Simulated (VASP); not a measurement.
# Ru (P6_3/mmc) in VASP: notebook, part 2 of 2

VASP 6.6.1.

## Step 3: Relaxation of cell and atoms, r2SCAN

This run uses another cell than the first one, of 13.79 Å³/atom.

POSCAR

```
Ru
1.0
    3.3793162485      0.0000000000      0.0000000000
   -1.6896581242      2.9265737186      0.0000000000
    0.0000000000      0.0000000000      5.5758718100
Ru
4
Direct
    0.3333333333      0.6666666667      0.4375000000
    0.6666666667      0.3333333333      0.9375000000
    0.6666666667      0.3333333333      0.5625000000
    0.3333333333      0.6666666667      0.0625000000
```

INCAR.step1

```
ALGO = Normal
EDIFF = 1E-4
ENCUT = 600
GGA = PE
ISMEAR = 0
LASPH = True
LCHARG = False
LREAL = False
LWAVE = True
NELM = 60
PREC = Accurate
SIGMA = 0.1
```

INCAR.step2

```
ALGO = Normal
EDIFF = 1E-6
EDIFFG = -0.04
ENCUT = 600
IBRION = 2
ISIF = 3
ISMEAR = 0
ISTART = 1
LASPH = True
LCHARG = False
LMIXTAU = True
LREAL = False
LWAVE = False
METAGGA = R2SCAN
NELM = 60
NSW = 90
PREC = Accurate
SIGMA = 0.1
```

KPOINTS

```
k-points
0
Gamma
  6 6 4
```

Potentials or basis: VASP PAW PBE potentials, release 64 (Ru_pv).

Command:

```
> cat potpaw_PBE.64/Ru_pv/POTCAR > POTCAR
> cp INCAR.step1 INCAR
> mpirun -np 1 vasp_std > vasp.out
> cp INCAR.step2 INCAR
> mpirun -np 1 vasp_std > vasp.out
```

OUTCAR:

```text
EDIFF = 1E-6
   EDIFFG = -0.04
   ENCUT = 600
   IBRION = 2
   ISIF = 3
   ISMEAR = 0
   ISTART = 1
   LASPH = True
   LREAL = False
   METAGGA = R2SCAN
   NELM = 60
   NSW = 90
   PREC = Accurate

 ion  position               nearest neighbor table
   1  0.333  0.667  0.438-   3 2.07   3 2.07   3 2.07   4 2.09
   2  0.667  0.333  0.938-   4 2.07   4 2.07   4 2.07   3 2.09
   3  0.667  0.333  0.562-   1 2.07   1 2.07   1 2.07   2 2.09
   4  0.333  0.667  0.062-   2 2.07   2 2.07   2 2.07   1 2.09

  LATTYP: Found a hexagonal cell.
 ALAT       =     3.3793162485
 C/A-ratio  =     1.6500000000

  Lattice vectors:

 A1 = (   3.3793162485,   0.0000000000,   0.0000000000)
 A2 = (  -1.6896581242,   2.9265737186,   0.0000000000)
 A3 = (   0.0000000000,   0.0000000000,   5.5758718100)

Analysis of symmetry for initial positions (statically):
=====================================================================
 Subroutine PRICEL returns:
 Original cell was already a primitive cell.

 Routine SETGRP: Setting up the symmetry group for a
 hexagonal supercell.

 Subroutine GETGRP returns: Found 24 space group operations
 (whereof 12 operations were pure point group operations)
 out of a pool of 24 trial point group operations.

The static configuration has the point symmetry D_3d.
 The point group associated with its full space group is D_6h.

Analysis of symmetry for dynamics (positions and initial velocities):
=====================================================================
 Subroutine PRICEL returns:
 Original cell was already a primitive cell.

 Routine SETGRP: Setting up the symmetry group for a
 hexagonal supercell.

 Subroutine GETGRP returns: Found 24 space group operations
 (whereof 12 operations were pure point group operations)
 out of a pool of 24 trial point group operations.

The dynamic configuration has the point symmetry D_3d.
 The point group associated with its full space group is D_6h.

 Subroutine INISYM returns: Found 24 space group operations
 (whereof 12 operations are pure point group operations),
 and found     1 'primitive' translations

[... 102 lines left out ...]
   POTIM  = 0.5000    time-step for ionic-motion
   TEBEG  =    0.0;   TEEND  =   0.0 temperature during run
   PSTRESS=    0.0 pullay stress
   NELECT =      56.0000    total number of electrons
   NUPDOWN=      -1.0000    fix difference up-down
   EMIN   =  10.00;   EMAX   =-10.00  energy-range for DOS
   EFERMI =   0.00;   METHOD = LEGACY
   ISMEAR =     0;   SIGMA  =   0.10  broadening in eV -4-tet -1-fermi 0-gaus
   EFERMI_NEDOS =   21; number of points for ismear=-14 and -15
   IALGO  =     38    algorithm
   IMIX   =      4    mixing-type and parameters
     AMIX     =   0.40;   BMIX     =  1.00
     AMIX_MAG =   1.60;   BMIX_MAG =  1.00
  volume/ion in A,a.u.               =      13.79        93.03
  Fermi-wavevector in a.u.,A,eV,Ry     =   1.645522  3.109587 36.841095  2.707744
  Thomas-Fermi vector in A             =   2.735305
   LORBIT       =      0    0 simple, 1 ext, 2 COOP (PROOUT), +10 PAW based schemes
   METAGGA = R2SCAN    functional components
   LHFCALC =     F    Hartree Fock is set to
   AEXX    =    0.0000 exact exchange contribution
   IVDW    =     0    specifies the selected vdW correction
   LEPSILON=     F    determine dielectric tensor
   LRPA    =     F    only Hartree local field effects (RPA)
 conjugate gradient relaxation of ions
 non-spin polarized calculation
 Gauss-broadening in eV      SIGMA  =   0.10
  energy-cutoff  :      600.00
  volume of cell :       55.14
 maximum number of plane-waves:      1852
 NGX is ok and might be reduce to    28
   NGX = 13   NGY = 13   NGZ = 23

--------------------------------------- Ionic step        1  -------------------------------------------

 number of electron      55.9999994 magnetization

 Free energy of the ion-electron system (eV)
  ---------------------------------------------------
  ext. energy  EPLUGINS =         0.00000000
  ---------------------------------------------------
  free energy    TOTEN  =       -88.59583373 eV

  energy without entropy =      -88.58461911  energy(sigma->0) =      -88.59022642

 E-fermi :  12.9979     XC(G=0): -14.6014

 val. band max:       12.9603959785   @ k =   0.3333   0.0000   0.2500
 cond. band min:      13.0277899388   @ k =   0.3333   0.0000   0.0000
 fundamental gap:      0.0673939603
 Fermi energy:        12.9979068480
[... 1624 lines left out ...]
  FREE ENERGIE OF THE ION-ELECTRON SYSTEM (eV)
  ---------------------------------------------------
  free  energy   TOTEN  =       -95.1081099014 eV

  energy  without entropy=      -95.0774377121  energy(sigma->0) =      -95.09277381

[... ionic steps 4 to 8 ...]

--------------------------------------- Ionic step        9  -------------------------------------------

 number of electron      56.0000002 magnetization

------------------------ aborting loop because EDIFF is reached ----------------------------------------
[... 71 lines left out ...]
--------------------------------------- Ionic step       11  -------------------------------------------

 number of electron      56.0000002 magnetization

 Free energy of the ion-electron system (eV)
  ---------------------------------------------------
  ext. energy  EPLUGINS =         0.00000000
  ---------------------------------------------------
  free energy    TOTEN  =       -96.97731837 eV

  energy without entropy =      -96.95814967  energy(sigma->0) =      -96.96773402

 E-fermi :   7.1646     XC(G=0): -12.2343

 val. band max:        7.0968031013   @ k =   0.1667   0.1667   0.0000
 cond. band min:       7.2062420075   @ k =   0.3333   0.1667   0.0000
 fundamental gap:      0.1094389062
 Fermi energy:         7.1646484504
[... 785 lines left out ...]
  FREE ENERGIE OF THE ION-ELECTRON SYSTEM (eV)
  ---------------------------------------------------
  free  energy   TOTEN  =       -96.9773183747 eV

  energy  without entropy=      -96.9581496712  energy(sigma->0) =      -96.96773402

 reached required accuracy - stopping structural energy minimisation
```

OSZICAR.step1:

```text
N       E                     dE             d eps       ncg     rms          rms(c)
DAV:   1     0.774907317373E+03    0.77491E+03   -0.38165E+04  1386   0.211E+03
DAV:   2     0.348077489617E+01   -0.77143E+03   -0.75854E+03  1452   0.616E+02
DAV:   3    -0.233971720914E+02   -0.26878E+02   -0.26258E+02  1661   0.116E+02
DAV:   4    -0.238257881801E+02   -0.42862E+00   -0.42765E+00  1522   0.133E+01
DAV:   5    -0.238340103775E+02   -0.82222E-02   -0.82209E-02  1736   0.174E+00    0.483E+01
DAV:   6    -0.233757332396E+02    0.45828E+00   -0.54754E-01  1529   0.569E+00    0.267E+01
DAV:   7    -0.232197636278E+02    0.15597E+00   -0.20945E-01  1540   0.374E+00    0.192E+00
DAV:   8    -0.232161840663E+02    0.35796E-02   -0.27506E-02  1535   0.130E+00    0.130E-01
DAV:   9    -0.232162530838E+02   -0.69017E-04   -0.35516E-04  1431   0.140E-01
   1 F= -.23216253E+02 E0= -.23210492E+02  d E =-.115230E-01
```

Run time: 25 min. Hardware: 1 thread of Intel Xeon Platinum 8488C (Sapphire Rapids), shared host; peak memory 0.22 GiB.

Results:

| Item | Value |
| --- | --- |
| Free energy | -96.9773 eV |
| Relaxed volume | 19.91 Å³/atom |
| Relaxed cell | a = 3.820 Å, b = 3.820 Å, c = 6.301 Å, α = 90.00°, β = 90.00°, γ = 120.00° |
| Space group after relaxing (to 0.1 Å) | P6_3/mmc (No. 194) |
| Pressure after relaxing | 0.0 GPa |
| Largest force after relaxing | 0.016 eV/Å |
| Band gap on the k mesh | zero (bands 28 and 29 overlap by 0.23 eV) |

Forces on the atoms (eV/Å):
```
Ru   0.000  0.000  0.016
Ru   0.000  0.000  0.016
Ru   0.000  0.000 -0.016
Ru   0.000  0.000 -0.016
```

Final structure:
```xyz
4
Lattice="3.8198 0.0000 0.0000 -1.9099 3.3080 0.0000 0.0000 0.0000 6.3015" Properties=species:S:1:pos:R:3 pbc="T T T"
Ru    0.0000    2.2054    2.7657
Ru    1.9099    1.1027    5.9164
Ru    1.9099    1.1027    3.5358
Ru    0.0000    2.2054    0.3850
```

Levels at points of the mesh, in eV from the Fermi level:
```
           k point  band 26  band 27  band 28  band 29  band 30  band 31
(0.00, 0.00, 0.00)    -0.68    -0.41    -0.36     0.09     0.09     1.54
(0.50, 0.00, 0.00)    -1.28    -0.37     0.07     0.23     1.13     2.04
(0.00, 0.00, 0.50)    -1.36    -0.15    -0.15    -0.15    -0.15     1.77
(0.50, 0.00, 0.50)    -1.10    -0.26    -0.26     1.26     1.26     1.60
```

Caveat: the volume moved by over 15 % at a fixed basis, so the end points are rough; the PAW data sets were made with another functional, which shifts forces and pressure a little.

The gap in the log of VASP goes by the Fermi energy; the results here count the filled bands.